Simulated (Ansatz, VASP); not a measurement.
## Two plane-wave programs on ScAl2N3

```
Sc Al N
1.0
     7.45744    0.00000    0.00000
    -3.72872    6.45833    0.00000
     0.00000    0.00000    3.52759
Sc Al N
1 2 3
Direct
  0.00000 0.00000 0.00000
  0.33333 0.66667 0.00000
  0.66667 0.33333 0.00000
  0.33333 0.66667 0.50000
  0.66667 0.33333 0.50000
  0.00000 0.00000 0.50000
```

Alike in both runs: functional PBE; k mesh 3 × 3 × 6; occupations gaussian, width 0.1 eV; no spin polarisation.

Ansatz relaxed the structure, and its values are those at the end. VASP's run is a single point on that final structure, the one shown.

```csv
,VASP,Ansatz
version,VASP 6.6.1,Ansatz 0.2.0
potentials or method,"VASP PAW PBE potentials, release 64 (Sc_sv, Al, N), cutoff 520 eV","scalar-relativistic, plane waves, PAW"
valence electrons in the cell,32,32
```

```tsv
	VASP	Ansatz	Ansatz less VASP
gap on the k mesh at the Fermi level (eV)	none	none	-
pressure (GPa)	0.4	0.2	-0.13
```

A gap of «none» marks a metal or a gap that the smearing closes. With one functional, cell and mesh, what is left measures potentials, basis and numerics.
